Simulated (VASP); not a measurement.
# Ca (P4/mmm) in VASP: further runs, part 3 of 3

VASP 6.6.1. Earlier steps stand in the parts before.

**5. Single point, PBEsol**

This run uses another cell than the first one, of 18.60 Å³/atom, 1.083 times its volume.

The input, INCAR:

```
SYSTEM = Ca
  ALGO = Normal
  EDIFF = 1E-6
  ENCUT = 520
  GGA = PS
  ISIF = 2
  ISMEAR = -1
  LASPH = .TRUE.
  LCHARG = .TRUE.
  LELF = .TRUE.
  LREAL = .FALSE.
  LVHAR = .TRUE.
  LWAVE = .FALSE.
  NBANDS = 11
  NELM = 60
  PREC = Accurate
  SIGMA = 0.1
```

The input, KPOINTS:

```
k-points
0
G
  13 13 13
  0 0 0
```

The input, POSCAR:

```
Ca
1.0
    2.6673000000      0.0000000000      0.0000000000
    0.0000000000      2.6673000000      0.0000000000
    0.0000000000      0.0000000000      2.6150000000
Ca
1
Direct
    0.0000000000      0.0000000000      0.0000000000
```

Potentials or basis: VASP PAW PBE potentials, release 64 (Ca_sv).

Run with:

```sh
> cat potpaw_PBE.64/Ca_sv/POTCAR > POTCAR
> mpirun -np 1 vasp_std > vasp.out
```

OUTCAR:

```text
SYSTEM = Ca
   EDIFF = 1E-6
   ENCUT = 520
   GGA = PS
   ISIF = 2
   ISMEAR = -1
   LASPH = .TRUE.
   LREAL = .FALSE.
   NELM = 60
   PREC = Accurate

 ion  position               nearest neighbor table
   1  0.000  0.000  0.000-

  LATTYP: Found a simple tetragonal cell.
 ALAT       =     2.6673000000
 C/A-ratio  =     0.9803921569

  Lattice vectors:

 A1 = (   2.6673000000,   0.0000000000,   0.0000000000)
 A2 = (   0.0000000000,   2.6673000000,   0.0000000000)
 A3 = (   0.0000000000,   0.0000000000,   2.6150000000)

Analysis of symmetry for initial positions (statically):
=====================================================================
 Subroutine PRICEL returns:
 Original cell was already a primitive cell.

 Routine SETGRP: Setting up the symmetry group for a
 simple tetragonal supercell.

 Subroutine GETGRP returns: Found 16 space group operations
 (whereof 16 operations were pure point group operations)
 out of a pool of 16 trial point group operations.

The static configuration has the point symmetry D_4h.

Analysis of symmetry for dynamics (positions and initial velocities):
=====================================================================
 Subroutine PRICEL returns:
 Original cell was already a primitive cell.

 Routine SETGRP: Setting up the symmetry group for a
 simple tetragonal supercell.

 Subroutine GETGRP returns: Found 16 space group operations
 (whereof 16 operations were pure point group operations)
 out of a pool of 16 trial point group operations.

The dynamic configuration has the point symmetry D_4h.

 Subroutine INISYM returns: Found 16 space group operations
 (whereof 16 operations are pure point group operations),
 and found     1 'primitive' translations

----------------------------------------------------------------------------------------

                                     Primitive cell

  volume of cell :      18.6044

[... 107 lines left out ...]
  volume/ion in A,a.u.               =      18.60       125.55
  Fermi-wavevector in a.u.,A,eV,Ry     =   1.331077  2.515370 24.106322  1.771765
  Thomas-Fermi vector in A             =   2.460115
   LORBIT       =      0    0 simple, 1 ext, 2 COOP (PROOUT), +10 PAW based schemes
   GGA     = PS    functional components
   LHFCALC =     F    Hartree Fock is set to
   AEXX    =    0.0000 exact exchange contribution
   IVDW    =     0    specifies the selected vdW correction
   LEPSILON=     F    determine dielectric tensor
   LRPA    =     F    only Hartree local field effects (RPA)
 non-spin polarized calculation
  energy-cutoff  :      520.00
  volume of cell :       18.60
 maximum number of plane-waves:       512
 NGX is ok and might be reduce to    20
   NGX =  9   NGY =  9   NGZ =  9

 number of electron      10.0000000 magnetization

 number of electron       9.9999997 magnetization

 Free energy of the ion-electron system (eV)
  ---------------------------------------------------
  ext. energy  EPLUGINS =         0.00000000
  ---------------------------------------------------
  free energy    TOTEN  =        -0.39924887 eV

  energy without entropy =       -0.38477042  energy(sigma->0) =       -0.39200964

 E-fermi :   6.0726     XC(G=0): -10.9446

 val. band max:        6.0679267954   @ k =   0.1538   0.0000   0.4615
 cond. band min:       6.0895484138   @ k =   0.4615   0.0769   0.0769
 fundamental gap:      0.0216216184
 Fermi energy:         6.0725810348

 k-point     1 :       0.0000    0.0000    0.0000
  band No.  band energies     occupation
      1     -35.2103      2.00000
      2     -15.0827      2.00000
      3     -15.0827      2.00000
      4     -14.9513      2.00000
      5       1.8078      2.00000
      6       6.1298      0.72126
      7       6.1449      0.65322
      8      13.7078      0.00000
      9      13.8694      0.00000
     10      13.8694      0.00000
     11      22.3328      0.00000
[... 309 lines left out ...]
 k-point    24 :       0.3846    0.3077    0.0000
  band No.  band energies     occupation
      1     -34.6344      2.00000
      2     -16.7706      2.00000
      3     -16.3108      2.00000
      4     -14.6415      2.00000
      5       4.6231      2.00000
      6       7.2993      0.00001
      7      10.4192      0.00000
      8      11.5637      0.00000
      9      11.5801      0.00000
     10      12.2231      0.00000
     11      17.2131      0.00000

 [... further k-points ...]
[... 5 lines left out ...]
  --------------------------------------------------------------------------------------
  -------------------------------------------------------------------------------------
  Total        3.8990993      3.8990993      4.2854885      0.0000000      0.0000000     -0.0000000
  in kB      335.7835787    335.7835787    369.0587393      0.0000000      0.0000000     -0.0000000
  external PRESSURE =     346.8752989 kB  Pullay stress =       0.0000000 kB

 VOLUME and BASIS-vectors are now :
 -----------------------------------------------------------------------------
  energy-cutoff  :      520.00
  volume of cell :       18.60
      direct lattice vectors                 reciprocal lattice vectors
     2.667300000  0.000000000  0.000000000     0.374910959  0.000000000  0.000000000
     0.000000000  2.667300000  0.000000000     0.000000000  0.374910959  0.000000000
     0.000000000  0.000000000  2.615000000     0.000000000  0.000000000  0.382409178

 POSITION                                       TOTAL-FORCE (eV/Angst)
 -----------------------------------------------------------------------------------
      0.00000      0.00000      0.00000         0.000000      0.000000      0.000000
 -----------------------------------------------------------------------------------
    total drift:                                0.000000      0.000000      0.000000

  FREE ENERGIE OF THE ION-ELECTRON SYSTEM (eV)
  ---------------------------------------------------
  free  energy   TOTEN  =        -0.3992488652 eV

  energy  without entropy=       -0.3847704231  energy(sigma->0) =       -0.39200964
```

stdout:

```text
POSCAR found type information on POSCAR Ca
 POSCAR found :  1 types and       1 ions
 scaLAPACK will be used
 -----------------------------------------------------------------------------
|                                                                             |
|                                                                             |
|     You enforced a specific xc type in the INCAR file but a different       |
|     I HOPE YOU KNOW WHAT YOU ARE DOING!                                     |
|                                                                             |
 -----------------------------------------------------------------------------

 LDA part: xc-table for (Slater+PW92), standard interpolation
 POSCAR, INCAR and KPOINTS ok, starting setup
 FFT: planning ... GRIDC
 FFT: planning ... GRID_SOFT
 FFT: planning ... GRID
 WAVECAR not read
 entering main loop
```

Run time: 15 s. Hardware: 1 thread of Intel Xeon Platinum 8488C (Sapphire Rapids), shared host; peak memory 0.15 GiB.

Results:

| Property | Result |
| --- | --- |
| Free energy | -0.3992 eV |
| Pressure | 34.7 GPa |
| Band gap on the k mesh | zero (band 5 reaches 6.18 eV, above the bottom of band 6 at 5.65 eV) |

Caveat: the PAW data sets were made with another functional, which shifts forces and pressure a little.

**6. Single point, PBEsol**

This run uses another cell than the first one, of 18.97 Å³/atom, 1.105 times its volume.

The input, INCAR:

```
SYSTEM = Ca
PREC = Accurate
ENCUT = 520
EDIFF = 1E-6
ISMEAR = -1
SIGMA = 0.1
LREAL = .False.
LASPH = .True.
NELM = 100
ALGO = Normal
ISIF = 2
LWAVE = .False.
LCHARG = .False.
GGA = PS
NBANDS = 11
```

The input, KPOINTS:

```
regular mesh
0
Gamma
  13 13 13
  0 0 0
```

The input, POSCAR:

```
Ca
1.0
    2.6934500000      0.0000000000      0.0000000000
    0.0000000000      2.6934500000      0.0000000000
    0.0000000000      0.0000000000      2.6150000000
Ca
1
Direct
    0.0000000000      0.0000000000      0.0000000000
```

Potentials or basis: VASP PAW PBE potentials, release 64 (Ca_sv).

Run with:

```sh
> cat potpaw_PBE.64/Ca_sv/POTCAR > POTCAR
> mpirun -np 1 vasp_std > vasp.out
```

OUTCAR:

```text
SYSTEM = Ca
   PREC = Accurate
   ENCUT = 520
   EDIFF = 1E-6
   ISMEAR = -1
   LREAL = .False.
   LASPH = .True.
   NELM = 100
   ISIF = 2
   GGA = PS

 ion  position               nearest neighbor table
   1  0.000  0.000  0.000-

  LATTYP: Found a simple tetragonal cell.
 ALAT       =     2.6934500000
 C/A-ratio  =     0.9708737864

  Lattice vectors:

 A1 = (   2.6934500000,   0.0000000000,   0.0000000000)
 A2 = (   0.0000000000,   2.6934500000,   0.0000000000)
 A3 = (   0.0000000000,   0.0000000000,   2.6150000000)

[... 506 lines left out ...]
      3     -16.4385      2.00000
      4     -14.8156      2.00000
      5       4.5133      2.00000
      6       7.1141      0.00001
      7      10.1170      0.00000
      8      11.2415      0.00000
      9      11.4796      0.00000
     10      12.0895      0.00000
     11      16.8583      0.00000

 [... further k-points ...]
[... 5 lines left out ...]
  --------------------------------------------------------------------------------------
  -------------------------------------------------------------------------------------
  Total        3.6845965      3.6845965      4.2815942      0.0000000      0.0000000      0.0000000
  in kB      311.1795052    311.1795052    361.5984476      0.0000000      0.0000000      0.0000000
  external PRESSURE =     327.9858194 kB  Pullay stress =       0.0000000 kB

 VOLUME and BASIS-vectors are now :
 -----------------------------------------------------------------------------
  energy-cutoff  :      520.00
  volume of cell :       18.97
      direct lattice vectors                 reciprocal lattice vectors
     2.693450000  0.000000000  0.000000000     0.371271046  0.000000000  0.000000000
     0.000000000  2.693450000  0.000000000     0.000000000  0.371271046  0.000000000
     0.000000000  0.000000000  2.615000000     0.000000000  0.000000000  0.382409178

 POSITION                                       TOTAL-FORCE (eV/Angst)
 -----------------------------------------------------------------------------------
      0.00000      0.00000      0.00000         0.000000      0.000000      0.000000
 -----------------------------------------------------------------------------------
    total drift:                               -0.000000      0.000000      0.000000

  FREE ENERGIE OF THE ION-ELECTRON SYSTEM (eV)
  ---------------------------------------------------
  free  energy   TOTEN  =        -0.4734749479 eV

  energy  without entropy=       -0.4601381058  energy(sigma->0) =       -0.46680653
```

Wall time 16 s (1 thread of Intel Xeon Platinum 8488C (Sapphire Rapids), shared host); peak memory 0.15 GiB.

Results:

| Item | Value |
| --- | --- |
| Free energy | -0.4735 eV |
| Pressure | 32.8 GPa |
| Band gap on the k mesh | zero (band 5 reaches 6.02 eV, above the bottom of band 6 at 5.52 eV) |

Stress tensor (GPa, compression positive):
```
31.12  0.00  0.00
 0.00 31.12  0.00
 0.00  0.00 36.16
```

Levels at points of the mesh, in eV from the Fermi level:
```tsv
k point	band 1	band 2	band 3	band 4	band 5	band 6	band 7	band 8	band 9	band 10
(0.00, 0.00, 0.00)	-41.26	-21.22	-21.22	-21.03	-4.28	0.10	0.12	7.49	7.73	7.73
```

Caveat: the PAW data sets were made with another functional, which shifts forces and pressure a little.

**7. Overview**

| cell | gap on the mesh (eV) | pressure (GPa) |
| --- | --- | --- |
| a = 2.563, b = 2.563, c = 2.615 Å, 1 atom | none | 43.2 |
| a = 2.589, b = 2.589, c = 2.615 Å, 1 atom | none | 40.8 |
| a = 2.641, b = 2.641, c = 2.615 Å, 1 atom | none | 36.6 |
| a = 2.667, b = 2.667, c = 2.615 Å, 1 atom | none | 34.7 |
| a = 2.693, b = 2.693, c = 2.615 Å, 1 atom | none | 32.8 |

Alike in all rows: task single point; level PBEsol; potentials or basis VASP PAW PBE potentials, release 64 (Ca_sv); no spin polarisation; k mesh 13 × 13 × 13; cutoff (eV) 520; smearing fermi-dirac 0.1 eV.

Caveats: the PAW data sets were made with another functional, which shifts forces and pressure a little.

Absolute energies hang on the potentials; compare differences alone.
